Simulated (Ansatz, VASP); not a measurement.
**NiO in VASP and in Ansatz**

Contents of INCAR:

```
ALGO     = Normal         # electronic algorithm
EDIFF    = 1E-6           # SCF threshold, eV
ENCUT    = 700            # plane-wave cutoff, eV
GGA      = PE             # functional
GGA_COMPAT= False        
ISIF     = 2              # what is computed and relaxed
ISMEAR   = 0              # smearing method
ISPIN    = 2              # spin polarisation
LASPH    = True           # aspherical terms in the spheres
LCHARG   = False          # write CHGCAR
LDAU     = True           # DFT+U
LDAUJ    = 0 0          
LDAUL    = 2 -1           # shell
LDAUPRINT= 1            
LDAUTYPE = 2            
LDAUU    = 6.2 0          # U, eV
LMAXMIX  = 4              # l up to which the mixer works
LORBIT   = 11             # projections on sites
LREAL    = False          # projectors in reciprocal space
LWAVE    = False          # write WAVECAR
MAGMOM   = 2 0            # initial moments
NBANDS   = 23             # bands
NELM     = 200            # most SCF steps
PREC     = Accurate       # precision mode
SIGMA    = 0.05           # smearing width, eV
```

KPOINTS

```
k-points
0
Gamma
  5 5 5
```

The input POSCAR:

```
NiO
1.0
    0.0000000000      2.2685246777      2.2685246777
    2.2685246777      0.0000000000      2.2685246777
    2.2685246777      2.2685246777      0.0000000000
Ni O
1 1
Direct
    0.0000000000      0.0000000000      0.0000000000
    0.2500000000      0.2500000000      0.2500000000
```

Input for Ansatz:

```yaml
crystal:
  lattice:
    - [0.0, 2.2685246777, 2.2685246777]
    - [2.2685246777, 0.0, 2.2685246777]
    - [2.2685246777, 2.2685246777, 0.0]
  atoms:
    - { symbol: Ni, position: [0.0, 0.0, 0.0], spin: 2.0 }
    - { symbol: O, position: [0.25, 0.25, 0.25] }
basis:
  ecutwfc: 420
  ecutrho_ratio: 4
kpoints:
  mp_grid: { grid: [5, 5, 5] }
hamiltonian:
  xc: pbe
  hubbard: { sites: [{ species: Ni, l: d, u_eff: 6.2 }] }
scf:
  occupations: { method: gaussian, width: 0.05 }
output:
  forces: true
  stress: true
  eigenvalues: true
  populations: true
  hubbard: { sites: [{ species: Ni, l: d }] }
magnetization:
  spin_polarized: true
```

Alike in both runs: task single point; functional PBE; k mesh 5 × 5 × 5; occupations gaussian, width 0.05 eV; collinear spin; Hubbard terms Ni d U = 6.2 eV.

|  | VASP | Ansatz |
| --- | --- | --- |
| version | VASP 6.6.1 | Ansatz 0.2.0 |
| potentials or method | VASP PAW PBE potentials, release 64 (Ni_sv_GW, O), cutoff 700 eV | scalar-relativistic, plane waves, PAW |
| valence electrons in the cell | 24 | 24 |

Ansatz gave:

| Property | Result |
| --- | --- |
| pressure (GPa) | 10.8 |
| net moment per atom (μB) | 1.00 |
| size of the moment on the site where the two differ most (μB) | 0.13 |

Question: Estimate VASP's values.

Answer: Pressure (GPa): -3.2; net moment per atom (μB): 1.01; size of the moment on the site where the two differ most (μB): 0.27.

Site moments also hang on the region over which each program counts them. The programs project onto different local orbitals, so the same U acts differently, and such runs can settle in different states. Ansatz's warnings: stability check not made.

The k mesh is coarse, so the values compare programs but aren't converged.
